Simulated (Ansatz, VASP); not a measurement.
One calculation of Pd, two programs

Contents of INCAR:

```
SYSTEM = Pd
ALGO = Normal
EDIFF = 1E-6
EDIFFG = -0.005
ENCUT = 600
GGA = PE
IBRION = 2
ISIF = 3
ISMEAR = -1
LASPH = .True.
LCHARG = .False.
LREAL = .False.
LWAVE = .False.
NELM = 80
NSW = 100
PREC = Accurate
SIGMA = 0.08
```

The input KPOINTS:

```
k-points
0
Gamma
  15 15 8
  0 0 0
```

The input POSCAR:

```
Pd
1.0
    2.5760488594      0.0000000000      0.0000000000
   -1.2880244297      2.2309237537      0.0000000000
    0.0000000000      0.0000000000      4.1731991523
Pd
2
Direct
    0.3333333333      0.6666666667      0.2500000000
    0.6666666667      0.3333333333      0.7500000000
```

Input for Ansatz:

```yaml
crystal:
  lattice:
    - [2.5760488594, 0.0, 0.0]
    - [-1.2880244297, 2.2309237537, 0.0]
    - [0.0, 0.0, 4.1731991523]
  atoms:
    - { symbol: Pd, position: [0.3333333333, 0.6666666667, 0.25] }
    - { symbol: Pd, position: [0.6666666667, 0.3333333333, 0.75] }
kpoints:
  mp_grid: { grid: [15, 15, 8] }
scf:
  occupations: { method: fermi_dirac, width: 0.08 }
hamiltonian:
  xc: pbe
  pseudopotentials: { kind: paw, azcp: { folder: soft_1 } }
output:
  forces: true
  stress: true
relax:
  f_tol: 0.005
  max_steps: 80
  cell: {}
```

Alike in both runs: task relaxation of cell and atoms; functional PBE; k mesh 15 × 15 × 8; occupations fermi-dirac, width 0.08 eV; no spin polarisation.

|  | VASP | Ansatz |
| --- | --- | --- |
| version | VASP 6.6.1 | Ansatz 0.2.0 |
| potentials or method | VASP PAW PBE potentials, release 64 (Pd) | PAW with Ansatz's earlier generated frozen-core files (soft_1), scalar-relativistic |
| plane-wave cutoff (eV) | 600 | 420 |
| valence electrons in the cell | 20 | 36 |

Ansatz gave:

* relaxed volume (Å³/atom): 15.41
* relaxed cell length with the largest relative difference (Å): 4.626

Q: What did VASP give for the same quantities?

A: Relaxed volume (Å³/atom): 15.39; relaxed cell length with the largest relative difference (Å): 4.623.

VASP's potentials hold 20 valence electrons a cell and Ansatz's 36, so a difference there can come from the potentials and not from the codes.

Noted on VASP's run: the volume moved by over 15 % at a fixed basis, so the end points are rough.
